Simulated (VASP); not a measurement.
# Sb (R-3m) in VASP: single point with PBEsol

Aim: the single point of Sb with PBEsol.

All numbers are computed with VASP 6.6.1; they aren't measurements. Logs are shortened: lines on timing, memory, paths and dates and some standing lists are left out, and cuts for length are marked.

### Step 1. The cell of the first run

The structure is trigonal, space group R-3m (No. 166). Conventional cell: a = 4.585 Å, b = 4.585 Å, c = 11.963 Å, α = 90.00°, β = 90.00°, γ = 120.00°. Within 4.1 Å of Sb (site symmetry 3m) lie 6 Sb at 3.10 to 3.56 Å.

### Step 2. Single point, PBEsol (Bi replaced by Sb, lengths x 0.964, strained)

File INCAR:

```
PREC = Accurate
ENCUT = 520
EDIFF = 1E-6
ISMEAR = 0
SIGMA = 0.1
LREAL = False
LASPH = True
NELM = 60
ALGO = Normal
ISIF = 2
LWAVE = False
LCHARG = False
GGA = PS
NBANDS = 12
```

File KPOINTS:

```
regular mesh
0
Gamma
  12 12 12
```

File POSCAR:

```
Sb
1.0
    2.2922762822      1.3234463286      3.9875326451
   -2.2922762822      1.3234463286      3.9875326451
    0.0000000000     -2.6468926571      3.9875326451
Sb
2
Direct
    0.2338900000      0.2338900000      0.2338900000
    0.7661100000      0.7661100000      0.7661100000
```

Potentials or basis: VASP PAW PBE potentials, release 64 (Sb).

Launch:

```console
cat potpaw_PBE.64/Sb/POTCAR > POTCAR
mpirun -np 1 vasp_std > vasp.out
```

OUTCAR:

```text
PREC = Accurate
   ENCUT = 520
   EDIFF = 1E-6
   ISMEAR = 0
   LREAL = False
   LASPH = True
   NELM = 60
   ISIF = 2
   GGA = PS

 ion  position               nearest neighbor table
   1  0.234  0.234  0.234-   2 3.10   2 3.10   2 3.10   2 3.56   2 3.56   2 3.56
   2  0.766  0.766  0.766-   1 3.10   1 3.10   1 3.10   1 3.56   1 3.56   1 3.56

  LATTYP: Found a trigonal (rhomboedric) cell.
 ALAT       =     4.7860690900
 COS(alpha) =     0.5412184017

  Lattice vectors:

 A1 = (   2.2922762822,   1.3234463286,   3.9875326451)
 A2 = (  -2.2922762822,   1.3234463286,   3.9875326451)
 A3 = (   0.0000000000,  -2.6468926571,   3.9875326451)

Analysis of symmetry for initial positions (statically):
=====================================================================
 Subroutine PRICEL returns:
 Original cell was already a primitive cell.

 Routine SETGRP: Setting up the symmetry group for a
 trigonal (rhombohedral) supercell.

 Subroutine GETGRP returns: Found 12 space group operations
 (whereof 12 operations were pure point group operations)
 out of a pool of 12 trial point group operations.

The static configuration has the point symmetry D_3d.

Analysis of symmetry for dynamics (positions and initial velocities):
=====================================================================
 Subroutine PRICEL returns:
 Original cell was already a primitive cell.

 Routine SETGRP: Setting up the symmetry group for a
 trigonal (rhombohedral) supercell.

 Subroutine GETGRP returns: Found 12 space group operations
 (whereof 12 operations were pure point group operations)
 out of a pool of 12 trial point group operations.

The dynamic configuration has the point symmetry D_3d.

 Subroutine INISYM returns: Found 12 space group operations
 (whereof 12 operations are pure point group operations),
 and found     1 'primitive' translations

----------------------------------------------------------------------------------------

                                     Primitive cell

  volume of cell :      72.5820

  direct lattice vectors                    reciprocal lattice vectors
     2.292276282  1.323446329  3.987532645     0.218123794  0.125933831  0.083593882
    -2.292276282  1.323446329  3.987532645    -0.218123794  0.125933831  0.083593882
     0.000000000 -2.646892657  3.987532645     0.000000000 -0.251867663  0.083593882

  length of vectors
     4.786069090  4.786069090  4.786069090     0.265377574  0.265377574  0.265377574

  position of ions in fractional coordinates (direct lattice)
     0.233890000  0.233890000  0.233890000
     0.766110000  0.766110000  0.766110000

  ion indices of the primitive-cell ions
   primitive index   ion index
                 1           1
                 2           2

----------------------------------------------------------------------------------------

 KPOINTS: regular mesh

Automatic generation of k-mesh.
 Grid dimensions read from file:
 generate k-points for:   12   12   12

 Generating k-lattice:

  Cartesian coordinates                     Fractional coordinates (reciprocal lattice)
     0.018176983  0.010494486  0.006966157     0.083333333  0.000000000  0.000000000
    -0.018176983  0.010494486  0.006966157     0.000000000  0.083333333  0.000000000
     0.000000000 -0.020988972  0.006966157     0.000000000  0.000000000  0.083333333

  Length of vectors
     0.022114798  0.022114798  0.022114798

  Shift w.r.t. Gamma in fractional coordinates (k-lattice)
     0.000000000  0.000000000  0.000000000

 Subroutine IBZKPT returns following result:
 ===========================================

 Found    189 irreducible k-points:

 Following reciprocal coordinates:
            Coordinates               Weight
  0.000000  0.000000  0.000000      1.000000
  0.083333 -0.000000 -0.000000      6.000000
  0.166667 -0.000000  0.000000      6.000000
  0.250000  0.000000  0.000000      6.000000
  0.333333 -0.000000  0.000000      6.000000
  0.416667  0.000000 -0.000000      6.000000
[... 16 lines left out ...]
  0.500000  0.166667  0.000000     12.000000
 -0.416667  0.166667 -0.000000     12.000000
 [... further k-points ...]
   k-points           NKPTS =    189   k-points in BZ     NKDIM =    189   number of bands    NBANDS=     12
   number of dos      NEDOS =    301   number of ions     NIONS =      2
   total plane-waves  NPLWV =  46656
   dimension x,y,z NGX =    36 NGY =   36 NGZ =   36
   dimension x,y,z NGXF=    72 NGYF=   72 NGZF=   72
   ions per type =               2
   NGX,Y,Z   is equivalent  to a cutoff of  12.50, 12.50, 12.50 a.u.
   NGXF,Y,Z  is equivalent  to a cutoff of  25.01, 25.01, 25.01 a.u.
 SYSTEM =  unknown system
   PREC   = accura    normal or accurate (medium, high low for compatibility)
   ISTART =      0    job   : 0-new  1-cont  2-samecut
   ICHARG =      2    charge: 1-file 2-atom 10-const
   ISPIN  =      1    spin polarized calculation?
   LNONCOLLINEAR =      F non collinear calculations
   LSORBIT =      F    spin-orbit coupling
   LASPH  =      T    aspherical Exc in radial PAW
   ENCUT  =  520.0 eV  38.22 Ry    6.18 a.u.   8.90  8.90  8.90*2*pi/ulx,y,z
   NELM   =     60;   NELMIN=  2; NELMDL= -5     # of ELM steps
   EDIFF  = 0.1E-05   stopping-criterion for ELM
   LREAL  =      F    real-space projection
   EDIFFG = 0.1E-04   stopping-criterion for IOM
   NSW    =      0    number of steps for IOM
   IBRION =     -1    ionic relax: 0-MD 1-quasi-New 2-CG
   NFREE  =      0    steps in history (QN), initial steepest desc. (CG)
   ISIF   =      2    stress and relaxation
   ISYM   =      2    0-nonsym 1-usesym 2-fastsym
   POTIM  = 0.5000    time-step for ionic-motion
   TEBEG  =    0.0;   TEEND  =   0.0 temperature during run
   PSTRESS=    0.0 pullay stress
   NELECT =      10.0000    total number of electrons
   NUPDOWN=      -1.0000    fix difference up-down
   EMIN   =  10.00;   EMAX   =-10.00  energy-range for DOS
   EFERMI =   0.00;   METHOD = LEGACY
   ISMEAR =     0;   SIGMA  =   0.10  broadening in eV -4-tet -1-fermi 0-gaus
   EFERMI_NEDOS =   21; number of points for ismear=-14 and -15
   IALGO  =     38    algorithm
   IMIX   =      4    mixing-type and parameters
     AMIX     =   0.40;   BMIX     =  1.00
     AMIX_MAG =   1.60;   BMIX_MAG =  1.00
  volume/ion in A,a.u.               =      36.29       244.90
  Fermi-wavevector in a.u.,A,eV,Ry     =   0.845536  1.597831  9.727219  0.714930
  Thomas-Fermi vector in A             =   1.960739
   LORBIT       =      0    0 simple, 1 ext, 2 COOP (PROOUT), +10 PAW based schemes
   GGA     = PS    functional components
   LHFCALC =     F    Hartree Fock is set to
   AEXX    =    0.0000 exact exchange contribution
   IVDW    =     0    specifies the selected vdW correction
   LEPSILON=     F    determine dielectric tensor
   LRPA    =     F    only Hartree local field effects (RPA)
 non-spin polarized calculation
 Gauss-broadening in eV      SIGMA  =   0.10
  energy-cutoff  :      520.00
  volume of cell :       72.58
 maximum number of plane-waves:      2006
   NGX = 17   NGY = 17   NGZ = 17

 number of electron      10.0000000 magnetization

 Free energy of the ion-electron system (eV)
  ---------------------------------------------------
  ext. energy  EPLUGINS =         0.00000000
  ---------------------------------------------------
  free energy    TOTEN  =        -8.79906722 eV

  energy without entropy =       -8.79822995  energy(sigma->0) =       -8.79864859

 E-fermi :   4.8624     XC(G=0):  -8.9089

 val. band max:        4.8566113014   @ k =   0.4167   0.0833   0.0833
 cond. band min:       4.8664551457   @ k =   0.4167   0.0833   0.0833
 fundamental gap:      0.0098438442
 Fermi energy:         4.8624324736

 k-point     1 :       0.0000    0.0000    0.0000
  band No.  band energies     occupation
      1      -6.4116      2.00000
      2      -0.6596      2.00000
      3       3.3964      2.00000
      4       3.5637      2.00000
      5       3.5637      2.00000
      6       6.9628      0.00000
      7       7.3897      0.00000
      8       7.3897      0.00000
      9      10.2085      0.00000
     10      10.2085      0.00000
     11      10.2285      0.00000
     12      11.6500      0.00000

 k-point     2 :       0.0833   -0.0000   -0.0000
  band No.  band energies     occupation
      1      -6.3492      2.00000
      2      -0.8430      2.00000
      3       3.4209      2.00000
      4       3.5527      2.00000
      5       3.5969      2.00000
      6       6.8991      0.00000
      7       7.1846      0.00000
      8       7.2398      0.00000
      9       9.9307      0.00000
     10      10.1453      0.00000
     11      10.2423      0.00000
     12      12.0302      0.00000

 k-point     3 :       0.1667   -0.0000    0.0000
  band No.  band energies     occupation
      1      -6.1631      2.00000
      2      -1.3308      2.00000
      3       3.4334      2.00000
      4       3.5274      2.00000
      5       3.7317      2.00000
      6       6.5903      0.00000
      7       6.7635      0.00000
      8       6.8603      0.00000
      9       9.7495      0.00000
     10      10.1963      0.00000
     11      10.4989      0.00000
     12      12.9412      0.00000
[... 286 lines left out ...]
 k-point    23 :       0.5000    0.1667    0.0000
  band No.  band energies     occupation
      1      -4.6437      2.00000
      2      -3.5799      2.00000
      3       2.1690      2.00000
      4       2.9231      2.00000
      5       3.4511      2.00000
      6       6.3216      0.00000
      7       6.3423      0.00000
      8       7.3149      0.00000
      9      10.4813      0.00000
     10      12.5677      0.00000
     11      13.5121      0.00000
     12      13.6562      0.00000

 k-point    24 :      -0.4167    0.1667   -0.0000
  band No.  band energies     occupation
      1      -4.4228      2.00000
      2      -3.8401      2.00000
      3       2.0249      2.00000
      4       3.1970      2.00000
      5       3.6104      2.00000
      6       5.9166      0.00000
      7       5.9941      0.00000
      8       7.6053      0.00000
      9      11.3356      0.00000
     10      11.7857      0.00000
     11      12.4943      0.00000
     12      14.4721      0.00000

 [... further k-points ...]

------------------------ aborting loop because EDIFF is reached ----------------------------------------

  FORCE on cell =-STRESS in cart. coord.  units (eV):
  Direction    XX          YY          ZZ          XY          YZ          ZX
  --------------------------------------------------------------------------------------
  -------------------------------------------------------------------------------------
  Total       -3.3474114     -3.3474114     -2.8479198      0.0000000     -0.0000000      0.0000000
  in kB      -73.8908871    -73.8908871    -62.8650897      0.0000000     -0.0000000      0.0000000
  external PRESSURE =     -70.2156213 kB  Pullay stress =       0.0000000 kB

 VOLUME and BASIS-vectors are now :
 -----------------------------------------------------------------------------
  energy-cutoff  :      520.00
  volume of cell :       72.58
      direct lattice vectors                 reciprocal lattice vectors
     2.292276282  1.323446329  3.987532645     0.218123794  0.125933831  0.083593882
    -2.292276282  1.323446329  3.987532645    -0.218123794  0.125933831  0.083593882
     0.000000000 -2.646892657  3.987532645     0.000000000 -0.251867663  0.083593882

 POSITION                                       TOTAL-FORCE (eV/Angst)
 -----------------------------------------------------------------------------------
      0.00000      0.00000      2.79793         0.000000     -0.000000     -0.609396
      0.00000      0.00000      9.16467         0.000000      0.000000      0.609396
 -----------------------------------------------------------------------------------
    total drift:                                0.000000     -0.000000      0.000000

  FREE ENERGIE OF THE ION-ELECTRON SYSTEM (eV)
  ---------------------------------------------------
  free  energy   TOTEN  =        -8.7990672242 eV

  energy  without entropy=       -8.7982299505  energy(sigma->0) =       -8.79864859
```

Run time: 35 s. Hardware: 1 thread of Intel Xeon 6975P-C (Granite Rapids), shared host; peak memory 0.29 GiB.

Results:

| Item | Value |
| --- | --- |
| Free energy | -8.7991 eV |
| Pressure | -7.0 GPa |
| Largest force | 0.609 eV/Å |
| Band gap on the k mesh | zero (band 5 reaches 4.86 eV, above the bottom of band 6 at 4.74 eV) |

Forces on the atoms (eV/Å):
```
Sb   0.000  0.000 -0.609
Sb   0.000  0.000  0.609
```

Levels at points of the mesh, in eV from the Fermi level:
```csv
k point,band 3,band 4,band 5,band 6,band 7,band 8
"(0.00, 0.00, 0.00)",-1.47,-1.30,-1.30,2.10,2.53,2.53
"(0.50, 0.00, 0.00)",-1.36,-1.30,-0.16,-0.12,0.41,0.75
"(0.50, 0.50, 0.00)",-4.30,-2.82,-2.77,2.13,4.16,4.83
"(0.50, 0.50, 0.50)",-0.86,-0.86,-0.56,0.43,0.43,0.87
```

Caveat: the cell differs from its parent crystal (Bi replaced by Sb, lengths x 0.964, strained); the PAW data sets were made with another functional, which shifts forces and pressure a little; spin-orbit coupling is left out, which moves the levels of the heavy elements.
